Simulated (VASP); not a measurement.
Si4BW: single point with PBE

Crystal: Si4BW.

```
Si B W
1.0
     0.00000    3.39882    3.39882
     3.39882    0.00000    3.39882
     3.39882    3.39882    0.00000
Si B W
4 1 1
Direct
  0.62694 0.12435 0.12435
  0.12435 0.12435 0.12435
  0.12435 0.62694 0.12435
  0.12435 0.12435 0.62694
  0.75000 0.75000 0.75000
  0.50000 0.50000 0.50000
```

The cell was built from a structure type or drawn by symmetry, and may not be a known phase.

```yaml
Program: VASP 6.6.1
Task: single point
Functional: PBE
Potentials_or_basis: VASP PAW PBE potentials, release 64 (Si, B, W_sv)
Cutoff: 520 eV
k_mesh: 10 × 10 × 10
Occupations: gaussian, width 0.1 eV
Spin: no spin polarisation
Dipole_correction: no
Further_INCAR_settings: ALGO = Normal; EDIFF = 1e-06; NBANDS = 26
```

```
Pressure               : -0.1 GPa
Largest force          : 0.016 eV/Å
Band gap on the k mesh : zero (an odd number of electrons rules out a gap without spin polarisation)
```

Forces on the atoms (eV/Å):
```
Si  -0.009  0.009  0.009
Si  -0.009 -0.009 -0.009
Si   0.009 -0.009  0.009
Si   0.009  0.009 -0.009
B    0.000  0.000  0.000
W    0.000  0.000  0.000
```

Levels at points of the mesh, in eV from the Fermi level:
```
           k point  band 15  band 16  band 17  band 18  band 19  band 20
(0.00, 0.00, 0.00)    -4.53    -0.68    -0.68    -0.68     1.60     2.11
(0.50, 0.00, 0.00)    -1.19     0.13     0.61     0.61     0.90     0.90
(0.50, 0.50, 0.00)    -1.40     0.33     0.39     0.67     0.67     1.80
```

It took 90 s on 1 thread of Intel(R) Xeon(R) Platinum 8488C (Sapphire Rapids) (shared host), peak memory 0.26 GiB.

Caveat: spin-orbit coupling is left out, which moves the levels of the heavy elements.
